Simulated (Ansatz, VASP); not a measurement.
One calculation of Y, two programs

```xyz
1
Lattice="0.0000 2.6092 2.3607 2.6092 0.0000 2.3607 2.6092 2.6092 0.0000" Properties=species:S:1:pos:R:3 pbc="T T T"
Y     0.0000    0.0000    0.0000
```

Change from the starting cell: strain +0.050 along x and y, -0.050 along z, atoms carried along.

Alike in both runs: task single point; functional PBEsol; k mesh 16 × 16 × 16; occupations gaussian, width 0.15 eV; no spin polarisation.

```csv
,VASP,Ansatz
version,VASP 6.6.1,Ansatz 0.2.0
potentials or method,"VASP PAW PBE potentials, release 64 (Y_sv), cutoff 520 eV","scalar-relativistic, plane waves, PAW"
valence electrons in the cell,11,11
```

|  | VASP | Ansatz | Ansatz less VASP |
| --- | --- | --- | --- |
| gap on the k mesh at the Fermi level (eV) | none | none | - |
| pressure (GPa) | -1.7 | -1.6 | +0.11 |
| traceless stress, the component that is largest in VASP (GPa) | 1.58 | 1.57 | -0.015 |

VASP's potentials were made for PBE, not for PBEsol. A gap of «none» marks a metal or a gap that the smearing closes.
